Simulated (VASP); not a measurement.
# C (Fd-3m) in VASP: a series of runs, part 2 of 2

VASP 6.6.1. Earlier steps stand in the parts before.

### 4 Electric field gradients, LDA (volume scaled by 1.04)

INCAR reads:

```
SYSTEM = C
  PREC = Accurate
  ENCUT = 520
  EDIFF = 1E-8
  ISMEAR = -1
  SIGMA = 0.03
  LREAL = .False.
  LASPH = .True.
  NELM = 80
  ALGO = Normal
  ISIF = 2
  LWAVE = .False.
  LCHARG = .False.
  GGA = CA
  LEFG = .True.
  NBANDS = 11
```

KPOINTS reads:

```
regular mesh
0
Gamma
  16 16 16
  0 0 0
```

POSCAR reads:

```
C
1.0
    0.0000000000      1.8068684808      1.8068684808
    1.8068684808      0.0000000000      1.8068684808
    1.8068684808      1.8068684808      0.0000000000
C
2
Direct
    0.5000000000      0.5000000000      0.5000000000
    0.7500000000      0.7500000000      0.7500000000
```

Potentials or basis: VASP PAW LDA potentials, release 64 (C).

The run is started by

```
$ cat potpaw_LDA.64/C/POTCAR > POTCAR
$ mpirun -np 1 vasp_std > vasp.out
```

OUTCAR:

```text
SYSTEM = C
   PREC = Accurate
   ENCUT = 520
   EDIFF = 1E-8
   ISMEAR = -1
   LREAL = .False.
   LASPH = .True.
   NELM = 80
   ISIF = 2
   GGA = CA

 ion  position               nearest neighbor table
   1  0.500  0.500  0.500-   2 1.56   2 1.56   2 1.56   2 1.56
   2  0.750  0.750  0.750-   1 1.56   1 1.56   1 1.56   1 1.56

  LATTYP: Found a face centered cubic cell.
 ALAT       =     3.6137369616

  Lattice vectors:

 A1 = (   0.0000000000,   1.8068684808,   1.8068684808)
[... 550 lines left out ...]
  ---------------------------------------------------
  free  energy   TOTEN  =       -20.1805392007 eV

  energy  without entropy=      -20.1805392007  energy(sigma->0) =      -20.18053920

 Electric field gradients (V/A^2)
---------------------------------------------------------------------
 ion       V_xx      V_yy      V_zz      V_xy      V_xz      V_yz
---------------------------------------------------------------------
   1      -0.000    -0.000    -0.000     0.000     0.000     0.000
   2      -0.000    -0.000    -0.000     0.000     0.000     0.000
---------------------------------------------------------------------

 Electric field gradients after diagonalization (V/A^2)
 (convention: |V_zz| > |V_xx| > |V_yy|)
----------------------------------------------------------------------
 ion       V_xx      V_yy      V_zz     asymmetry (V_yy - V_xx)/ V_zz
----------------------------------------------------------------------
   1      -0.000    -0.000     0.000       0.000
   2      -0.000    -0.000     0.000       0.000
----------------------------------------------------------------------

           NMR quadrupolar parameters

 Cq : quadrupolar parameter    Cq=e*Q*V_zz/h
 eta: asymmetry parameters     (V_yy - V_xx)/ V_zz
 Q  : nuclear electric quadrupole moment in mb (millibarn)
----------------------------------------------------------------------
 ion       Cq(MHz)       eta       Q (mb)
----------------------------------------------------------------------
   1       0.000       0.000       1.000
   2       0.000       0.000       1.000
----------------------------------------------------------------------
```

OSZICAR:

```text
N       E                     dE             d eps       ncg     rms          rms(c)
DAV:   1    -0.170373830157E+01   -0.17037E+01   -0.46737E+03  3372   0.693E+02
DAV:   2    -0.205275660059E+02   -0.18824E+02   -0.18270E+02  4215   0.125E+02
DAV:   3    -0.208984415454E+02   -0.37088E+00   -0.37000E+00  3712   0.132E+01
DAV:   4    -0.208991488337E+02   -0.70729E-03   -0.70728E-03  3452   0.744E-01
DAV:   5    -0.208991498873E+02   -0.10536E-05   -0.10536E-05  3648   0.265E-02    0.541E+00
DAV:   6    -0.203677185665E+02    0.53143E+00   -0.28069E-01  3283   0.364E+00    0.313E+00
DAV:   7    -0.201807794351E+02    0.18694E+00   -0.33707E-01  3481   0.400E+00    0.657E-01
DAV:   8    -0.201805498893E+02    0.22955E-03   -0.86878E-03  3328   0.753E-01    0.274E-02
DAV:   9    -0.201805375167E+02    0.12373E-04   -0.32800E-05  3609   0.451E-02    0.202E-02
DAV:  10    -0.201805392899E+02   -0.17731E-05   -0.21407E-06  3529   0.118E-02    0.469E-03
DAV:  11    -0.201805392092E+02    0.80646E-07   -0.98658E-08  3550   0.233E-03    0.736E-04
DAV:  12    -0.201805392007E+02    0.85845E-08   -0.25802E-09  2056   0.459E-04
   1 F= -.20180539E+02 E0= -.20180539E+02  d E =-.115054E-11
```

Wall time 18 s (1 thread of Intel Xeon 6975P-C, shared host); peak memory 0.12 GiB.

What came out:

```
Free energy            : -20.1805 eV
Pressure               : -27.1 GPa
Band gap on the k mesh : 4.01 eV, indirect (least direct gap 5.43 eV)
```

Caveat: without QUAD_EFG the Cq values of the log hold for a quadrupole moment of 1 mb, not for the nuclei. A k mesh can miss the band edges.

### 5 Electric field gradients, LDA (volume scaled by 1.06)

INCAR reads:

```
PREC = Accurate ; ENCUT = 520
EDIFF = 1E-8 ; ISMEAR = -1
SIGMA = 0.03 ; LREAL = F
LASPH = T ; NELM = 60
ALGO = Normal ; ISIF = 2
LWAVE = F ; LCHARG = F
LEFG = T ; NBANDS = 11
```

KPOINTS reads:

```
Automatic mesh
0
Gamma
  16 16 16
```

POSCAR reads:

```
C
1.0
    0.0000000000      1.8183775075      1.8183775075
    1.8183775075      0.0000000000      1.8183775075
    1.8183775075      1.8183775075      0.0000000000
C
2
Direct
    0.5000000000      0.5000000000      0.5000000000
    0.7500000000      0.7500000000      0.7500000000
```

Potentials or basis: VASP PAW LDA potentials, release 64 (C).

The run is started by

```
$ cat potpaw_LDA.64/C/POTCAR > POTCAR
$ mpirun -np 1 vasp_std > vasp.out
```

OUTCAR:

```text
PREC = Accurate
   ENCUT = 520
   EDIFF = 1E-8
   ISMEAR = -1
   LREAL = F
   LASPH = T
   NELM = 60
   ISIF = 2

 ion  position               nearest neighbor table
   1  0.500  0.500  0.500-   2 1.57   2 1.57   2 1.57   2 1.57
   2  0.750  0.750  0.750-   1 1.57   1 1.57   1 1.57   1 1.57

  LATTYP: Found a face centered cubic cell.
 ALAT       =     3.6367550150

  Lattice vectors:

 A1 = (   0.0000000000,   1.8183775075,   1.8183775075)
 A2 = (   1.8183775075,   0.0000000000,   1.8183775075)
 A3 = (   1.8183775075,   1.8183775075,   0.0000000000)

Analysis of symmetry for initial positions (statically):
=====================================================================
 Subroutine PRICEL returns:
 Original cell was already a primitive cell.

 Routine SETGRP: Setting up the symmetry group for a
 face centered cubic supercell.

 Subroutine GETGRP returns: Found 48 space group operations
 (whereof 24 operations were pure point group operations)
 out of a pool of 48 trial point group operations.

The static configuration has the point symmetry T_d .
 The point group associated with its full space group is O_h .

Analysis of symmetry for dynamics (positions and initial velocities):
=====================================================================
 Subroutine PRICEL returns:
 Original cell was already a primitive cell.

 Routine SETGRP: Setting up the symmetry group for a
 face centered cubic supercell.

 Subroutine GETGRP returns: Found 48 space group operations
 (whereof 24 operations were pure point group operations)
 out of a pool of 48 trial point group operations.

The dynamic configuration has the point symmetry T_d .
 The point group associated with its full space group is O_h .

 Subroutine INISYM returns: Found 48 space group operations
 (whereof 24 operations are pure point group operations),
 and found     1 'primitive' translations

----------------------------------------------------------------------------------------

                                     Primitive cell

  volume of cell :      12.0249

  direct lattice vectors                    reciprocal lattice vectors
     0.000000000  1.818377507  1.818377507    -0.274970405  0.274970405  0.274970405
     1.818377507  0.000000000  1.818377507     0.274970405 -0.274970405  0.274970405
     1.818377507  1.818377507  0.000000000     0.274970405  0.274970405 -0.274970405

  length of vectors
     2.571574133  2.571574133  2.571574133     0.476262712  0.476262712  0.476262712

  position of ions in fractional coordinates (direct lattice)
     0.500000000  0.500000000  0.500000000
     0.750000000  0.750000000  0.750000000

  ion indices of the primitive-cell ions
   primitive index   ion index
                 1           1
                 2           2

----------------------------------------------------------------------------------------

 KPOINTS: Automatic mesh

Automatic generation of k-mesh.
 Grid dimensions read from file:
 generate k-points for:   16   16   16

 Generating k-lattice:
[... 72 lines left out ...]
   PSTRESS=    0.0 pullay stress
   NELECT =       8.0000    total number of electrons
   NUPDOWN=      -1.0000    fix difference up-down
   EMIN   =  10.00;   EMAX   =-10.00  energy-range for DOS
   EFERMI =   0.00;   METHOD = LEGACY
   ISMEAR =    -1;   SIGMA  =   0.03  broadening in eV -4-tet -1-fermi 0-gaus
   EFERMI_NEDOS =   21; number of points for ismear=-14 and -15
   IALGO  =     38    algorithm
   IMIX   =      4    mixing-type and parameters
     AMIX     =   0.40;   BMIX     =  1.00
     AMIX_MAG =   1.60;   BMIX_MAG =  1.00
  volume/ion in A,a.u.               =       6.01        40.57
  Fermi-wavevector in a.u.,A,eV,Ry     =   1.429149  2.700700 27.789440  2.042466
  Thomas-Fermi vector in A             =   2.549134
   LORBIT       =      0    0 simple, 1 ext, 2 COOP (PROOUT), +10 PAW based schemes
   GGA     = CA    functional components
   LHFCALC =     F    Hartree Fock is set to
   AEXX    =    0.0000 exact exchange contribution
   IVDW    =     0    specifies the selected vdW correction
   LEPSILON=     F    determine dielectric tensor
   LRPA    =     F    only Hartree local field effects (RPA)
 non-spin polarized calculation
  energy-cutoff  :      520.00
  volume of cell :       12.02
 maximum number of plane-waves:       332
   NGX =  9   NGY =  9   NGZ =  9

 number of electron       8.0000002 magnetization

 Free energy of the ion-electron system (eV)
  ---------------------------------------------------
  ext. energy  EPLUGINS =         0.00000000
  ---------------------------------------------------
  free energy    TOTEN  =       -20.13779886 eV

  energy without entropy =      -20.13779886  energy(sigma->0) =      -20.13779886

 E-fermi :   9.5372     XC(G=0): -13.2196

 val. band max:        8.8885770053   @ k =   0.0000   0.0000   0.0000
 cond. band min:      12.8505894089   @ k =   0.3750   0.3750   0.0000
 fundamental gap:      3.9620124036
 Fermi energy:         9.5371893285

 k-point     1 :       0.0000    0.0000    0.0000
  band No.  band energies     occupation
      1     -11.6685      2.00000
      2       8.8886      2.00000
      3       8.8886      2.00000
      4       8.8886      2.00000
      5      14.2675      0.00000
      6      14.2675      0.00000
      7      14.2675      0.00000
      8      21.1395      0.00000
      9      27.1468      0.00000
     10      34.8776      0.00000
     11      34.8776      0.00000
[... 309 lines left out ...]
 k-point    24 :      -0.0625    0.0625    0.0000
  band No.  band energies     occupation
      1     -11.3917      2.00000
      2       7.5409      2.00000
      3       7.8866      2.00000
      4       8.7179      2.00000
      5      14.5434      0.00000
      6      15.0136      0.00000
      7      15.2948      0.00000
      8      21.3723      0.00000
      9      27.5947      0.00000
     10      31.5082      0.00000
     11      32.6643      0.00000

 [... further k-points ...]
[... 5 lines left out ...]
  --------------------------------------------------------------------------------------
  -------------------------------------------------------------------------------------
  Total       -2.5346796     -2.5346796     -2.5346796      0.0000000      0.0000000     -0.0000000
  in kB     -337.7159026   -337.7159026   -337.7159026      0.0000000      0.0000000     -0.0000000
  external PRESSURE =    -337.7159026 kB  Pullay stress =       0.0000000 kB

 VOLUME and BASIS-vectors are now :
 -----------------------------------------------------------------------------
  energy-cutoff  :      520.00
  volume of cell :       12.02
      direct lattice vectors                 reciprocal lattice vectors
     0.000000000  1.818377507  1.818377507    -0.274970405  0.274970405  0.274970405
     1.818377507  0.000000000  1.818377507     0.274970405 -0.274970405  0.274970405
     1.818377507  1.818377507  0.000000000     0.274970405  0.274970405 -0.274970405

 POSITION                                       TOTAL-FORCE (eV/Angst)
 -----------------------------------------------------------------------------------
      1.81838      1.81838      1.81838         0.000000      0.000000      0.000000
      2.72757      2.72757      2.72757        -0.000000     -0.000000     -0.000000
 -----------------------------------------------------------------------------------
    total drift:                                0.000000     -0.000000      0.000000

  FREE ENERGIE OF THE ION-ELECTRON SYSTEM (eV)
  ---------------------------------------------------
  free  energy   TOTEN  =       -20.1377988621 eV

  energy  without entropy=      -20.1377988621  energy(sigma->0) =      -20.13779886

 Electric field gradients (V/A^2)
---------------------------------------------------------------------
 ion       V_xx      V_yy      V_zz      V_xy      V_xz      V_yz
---------------------------------------------------------------------
   1       0.000    -0.000    -0.000     0.000     0.000     0.000
   2       0.000    -0.000    -0.000     0.000     0.000     0.000
---------------------------------------------------------------------

 Electric field gradients after diagonalization (V/A^2)
 (convention: |V_zz| > |V_xx| > |V_yy|)
----------------------------------------------------------------------
 ion       V_xx      V_yy      V_zz     asymmetry (V_yy - V_xx)/ V_zz
----------------------------------------------------------------------
   1      -0.000    -0.000     0.000       0.000
   2      -0.000    -0.000     0.000       0.000
----------------------------------------------------------------------

           NMR quadrupolar parameters

 Cq : quadrupolar parameter    Cq=e*Q*V_zz/h
 eta: asymmetry parameters     (V_yy - V_xx)/ V_zz
 Q  : nuclear electric quadrupole moment in mb (millibarn)
----------------------------------------------------------------------
 ion       Cq(MHz)       eta       Q (mb)
----------------------------------------------------------------------
   1       0.000       0.000       1.000
   2       0.000       0.000       1.000
----------------------------------------------------------------------
```

stdout:

```text
POSCAR found type information on POSCAR C
 POSCAR found :  1 types and       2 ions
 scaLAPACK will be used
 LDA part: xc-table for (Slater(with rela. corr.)+CA(PZ))
 , standard interpolation
 POSCAR, INCAR and KPOINTS ok, starting setup
 FFT: planning ... GRIDC
 FFT: planning ... GRID_SOFT
 FFT: planning ... GRID
 WAVECAR not read
 entering main loop
ion   1

ion   2
```

Run time: 17 s. Hardware: 1 thread of Intel Xeon 6975P-C, shared host; peak memory 0.12 GiB.

Results:

* Free energy: -20.1378 eV
* Pressure: -33.8 GPa
* Band gap on the k mesh: 3.96 eV, indirect (least direct gap 5.38 eV)

Levels at points of the mesh, in eV from the valence-band top:
```csv
k point,band 2,band 3,band 4,band 5,band 6,band 7
"(0.00, 0.00, 0.00)",0.00,0.00,0.00,5.38,5.38,5.38
"(0.50, 0.00, 0.00)",-12.73,-2.64,-2.64,8.13,8.13,8.23
"(0.50, 0.50, 0.00)",-12.21,-5.95,-5.95,4.57,4.57,15.76
```

Caveat: without QUAD_EFG the Cq values of the log hold for a quadrupole moment of 1 mb, not for the nuclei.

### 6 The runs side by side

```csv
cell,gap on the mesh (eV),pressure (GPa)
"a = 2.539 Å, angles 60.0°, 2 atoms",4.05,-19.7
"a = 2.555 Å, angles 60.0°, 2 atoms",4.01,-27.1
"a = 2.572 Å, angles 60.0°, 2 atoms",3.96,-33.8
```

Alike in all rows: task electric field gradients; level LDA; potentials or basis VASP PAW LDA potentials, release 64 (C); no spin polarisation; k mesh 16 × 16 × 16; cutoff (eV) 520; smearing fermi-dirac 0.03 eV.

Total energies depend on the potentials used, so only differences within one code and one set of settings carry meaning.
